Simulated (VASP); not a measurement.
# VTe4Mo (P-6m2) in VASP: single point with PBE

Aim: the single point of VTe4Mo with PBE.

Everything below comes from runs of VASP 6.6.1. Logs are shortened: lines on timing, memory, paths and dates and some standing lists are left out, and cuts for length are marked.

### Step 1. The cell of the first run

The structure is hexagonal, space group P-6m2 (No. 187). Conventional cell: a = 3.579 Å, b = 3.579 Å, c = 15.063 Å, α = 90.00°, β = 90.00°, γ = 120.00°. Within 3.6 Å of V (site symmetry -6m2) lie 6 Te at 2.71 Å and 6 V at 3.58 Å. Te (site symmetry 3m) has 3 V at 2.71 Å and 7 Te at 3.52 to 3.58 Å within 3.6 Å. Within 3.6 Å of Te (site symmetry 3m) lie 3 Mo at 2.74 Å and 7 Te at 3.58 to 3.60 Å. Within 3.6 Å of Mo (site symmetry -6m2) lie 6 Te at 2.74 Å and 6 Mo at 3.58 Å.

### Step 2. Single point, PBE, collinear spin, ferromagnetic start

File INCAR:

```
SYSTEM = VTe4Mo
PREC = Accurate
ENCUT = 520
EDIFF = 1E-6
ISMEAR = 0
SIGMA = 0.1
LREAL = .False.
LASPH = .True.
NELM = 150
ALGO = Normal
ISIF = 2
LWAVE = .False.
LCHARG = .False.
ISPIN = 2
MAGMOM = 1.1 0 0 0 0 0
LORBIT = 11
LMAXMIX = 4
GGA = PE
NBANDS = 38
```

File KPOINTS:

```
regular mesh
0
Gamma
  6 6 1
  0 0 0
```

File POSCAR:

```
VTe4Mo
1.0
    3.5794768000      0.0000000000      0.0000000000
   -1.7897384000      3.0999178000      0.0000000000
    0.0000000000      0.0000000000     15.0634265000
V Te Mo
1 4 1
Direct
    0.6666667000      0.3333333000      0.5000000000
    0.3333333000      0.6666667000      0.3832710000
    0.6666667000      0.3333333000      0.8805170000
    0.3333333000      0.6666667000      0.6167290000
    0.6666667000      0.3333333000      0.1194830000
    0.3333333000      0.6666667000      0.0000000000
```

Potentials or basis: VASP PAW PBE potentials, release 64 (V_sv, Te, Mo_sv).

On the command line:

```sh
> cat potpaw_PBE.64/V_sv/POTCAR potpaw_PBE.64/Te/POTCAR potpaw_PBE.64/Mo_sv/POTCAR > POTCAR
> mpirun -np 1 vasp_std > vasp.out
```

OUTCAR:

```text
SYSTEM = VTe4Mo
   PREC = Accurate
   ENCUT = 520
   EDIFF = 1E-6
   ISMEAR = 0
   LREAL = .False.
   LASPH = .True.
   NELM = 150
   ISIF = 2
   ISPIN = 2
   LORBIT = 11
   GGA = PE

 ion  position               nearest neighbor table
   1  0.667  0.333  0.500-   2 2.71   4 2.71   2 2.71   4 2.71   2 2.71   4 2.71
   2  0.333  0.667  0.383-   1 2.71   1 2.71   1 2.71   4 3.52
   3  0.667  0.333  0.881-   6 2.74   6 2.74   6 2.74   5 3.60
   4  0.333  0.667  0.617-   1 2.71   1 2.71   1 2.71   2 3.52
   5  0.667  0.333  0.119-   6 2.74   6 2.74   6 2.74   3 3.60
   6  0.333  0.667  0.000-   3 2.74   5 2.74   3 2.74   5 2.74   3 2.74   5 2.74

  LATTYP: Found a hexagonal cell.
 ALAT       =     3.5794768000
 C/A-ratio  =     4.2082760531

  Lattice vectors:

 A1 = (   3.5794768000,   0.0000000000,   0.0000000000)
 A2 = (  -1.7897384000,   3.0999178000,   0.0000000000)
 A3 = (   0.0000000000,   0.0000000000,  15.0634265000)

Analysis of symmetry for initial positions (statically):
=====================================================================
 Subroutine PRICEL returns:
 Original cell was already a primitive cell.

 Routine SETGRP: Setting up the symmetry group for a
 hexagonal supercell.

 Subroutine GETGRP returns: Found 12 space group operations
 (whereof 12 operations were pure point group operations)
 out of a pool of 24 trial point group operations.

The static configuration has the point symmetry D_3h.

Analysis of symmetry for dynamics (positions and initial velocities):
=====================================================================
 Subroutine PRICEL returns:
 Original cell was already a primitive cell.

 Routine SETGRP: Setting up the symmetry group for a
 hexagonal supercell.

 Subroutine GETGRP returns: Found 12 space group operations
 (whereof 12 operations were pure point group operations)
 out of a pool of 24 trial point group operations.

The dynamic configuration has the point symmetry D_3h.

Analysis of structural, dynamic, and magnetic symmetry:
=====================================================================
 Subroutine PRICEL returns:
 Original cell was already a primitive cell.

 Routine SETGRP: Setting up the symmetry group for a
 hexagonal supercell.

 Subroutine GETGRP returns: Found 12 space group operations
 (whereof 12 operations were pure point group operations)
 out of a pool of 24 trial point group operations.

The overall configuration has the point symmetry D_3h.

[... 120 lines left out ...]
 Gauss-broadening in eV      SIGMA  =   0.10
  energy-cutoff  :      520.00
  volume of cell :      167.15
 maximum number of plane-waves:      4533
 NGX is ok and might be reduce to    28
   NGX = 13   NGY = 13   NGZ = 57

 number of electron      50.9999996 magnetization       0.9758901

 Free energy of the ion-electron system (eV)
  ---------------------------------------------------
  ext. energy  EPLUGINS =         0.00000000
  ---------------------------------------------------
  free energy    TOTEN  =       -34.21180509 eV

  energy without entropy =      -34.20760468  energy(sigma->0) =      -34.20970488

 E-fermi :   6.3387     XC(G=0):  -9.6235

 val. band max:        6.2661076223   @ k =   0.3333   0.3333   0.0000
 cond. band min:       6.4061322426   @ k =   0.5000   0.0000   0.0000
 fundamental gap:      0.1400246203
 Fermi energy:         6.3386832638

 spin component 1

 k-point     1 :       0.0000    0.0000    0.0000
  band No.  band energies     occupation
      1     -58.3341      1.00000
      2     -54.4641      1.00000
      3     -32.2208      1.00000
      4     -32.2208      1.00000
      5     -32.0984      1.00000
      6     -28.5957      1.00000
[... 269 lines left out ...]
     36      11.1719      0.00000
     37      11.3589      0.00000
 Fermi energy:         6.3386832638

 spin component 2

 k-point     1 :       0.0000    0.0000    0.0000
  band No.  band energies     occupation
      1     -57.3363      1.00000
      2     -54.4646      1.00000
      3     -31.1889      1.00000
      4     -31.1889      1.00000
      5     -31.1881      1.00000
      6     -28.5956      1.00000
[... 269 lines left out ...]
     36      11.3767      0.00000
     37      11.3797      0.00000
 [bands above 37 left out]

------------------------ aborting loop because EDIFF is reached ----------------------------------------

  FORCE on cell =-STRESS in cart. coord.  units (eV):
  Direction    XX          YY          ZZ          XY          YZ          ZX
  --------------------------------------------------------------------------------------
  -------------------------------------------------------------------------------------
  Total        0.0873578      0.0873578      0.2670566      0.0000000      0.0000000      0.0000000
  in kB        0.8373730      0.8373730      2.5598848      0.0000000      0.0000000      0.0000000
  external PRESSURE =       1.4115436 kB  Pullay stress =       0.0000000 kB

 VOLUME and BASIS-vectors are now :
 -----------------------------------------------------------------------------
  energy-cutoff  :      520.00
  volume of cell :      167.15
      direct lattice vectors                 reciprocal lattice vectors
     3.579476800  0.000000000  0.000000000     0.279370438  0.161294599  0.000000000
    -1.789738400  3.099917800  0.000000000     0.000000000  0.322589199  0.000000000
     0.000000000  0.000000000 15.063426500     0.000000000  0.000000000  0.066385958

 POSITION                                       TOTAL-FORCE (eV/Angst)
 -----------------------------------------------------------------------------------
      1.78974      1.03331      7.53171        -0.000000     -0.000000     -0.000000
     -0.00000      2.06661      5.77337         0.000000     -0.000000      0.013784
      1.78974      1.03331     13.26360         0.000000      0.000000     -0.015122
     -0.00000      2.06661      9.29005        -0.000000      0.000000     -0.013784
      1.78974      1.03331      1.79982         0.000000      0.000000      0.015122
     -0.00000      2.06661      0.00000         0.000000      0.000000     -0.000000
 -----------------------------------------------------------------------------------
    total drift:                                0.000012     -0.000007      0.000000

  FREE ENERGIE OF THE ION-ELECTRON SYSTEM (eV)
  ---------------------------------------------------
  free  energy   TOTEN  =       -34.2118050876 eV

  energy  without entropy=      -34.2076046792  energy(sigma->0) =      -34.20970488

 total charge

# of ion       s       p       d       tot
------------------------------------------
    1        2.214   6.163   3.055  11.431
    2        1.387   1.981   0.046   3.413
    3        1.385   1.968   0.058   3.410
    4        1.387   1.981   0.046   3.413
    5        1.385   1.968   0.058   3.410
    6        2.249   6.138   3.948  12.335
--------------------------------------------------
tot         10.005  20.197   7.210  37.412

 magnetization (x)

# of ion       s       p       d       tot
------------------------------------------
    1        0.013   0.009   0.991   1.013
    2       -0.002  -0.077   0.004  -0.075
    3        0.000  -0.000  -0.000  -0.000
    4       -0.002  -0.077   0.004  -0.075
    5        0.000  -0.000  -0.000  -0.000
    6        0.000  -0.000  -0.001  -0.001
--------------------------------------------------
tot          0.008  -0.145   0.999   0.862
```

Run time: 2 min. Hardware: 1 thread of Intel Xeon Platinum 8488C (Sapphire Rapids), shared host; peak memory 0.38 GiB.

What came out:

| Item | Value |
| --- | --- |
| Free energy | -34.2118 eV |
| Pressure | 0.1 GPa |
| Largest force | 0.015 eV/Å |
| Band gap on the k mesh | 0.14 eV (least direct gap 0.44 eV) |
| Net moment | 0.98 μB per cell |
| Site moments | V +1.01; Te -0.07, -0.00 (each value once); Mo -0.00 μB |
| Valence electrons inside the program's atomic spheres | V 11.43; Te 3.41; Mo 12.34 |

Forces in eV/Å, atoms in the order of the input:
```
V    0.000  0.000  0.000
Te   0.000  0.000  0.014
Te   0.000  0.000 -0.015
Te   0.000  0.000 -0.014
Te   0.000  0.000  0.015
Mo   0.000  0.000  0.000
```

Stress tensor (GPa, compression positive):
```
0.08 0.00 0.00
0.00 0.08 0.00
0.00 0.00 0.26
```

Caveat: spin-orbit coupling is left out, which moves the levels of the heavy elements; an odd mesh through Γ misses points on the zone boundary, where band edges can lie; this functional lacks dispersion, which binds the layers, so the pressure and a relaxed spacing across them are unreliable.
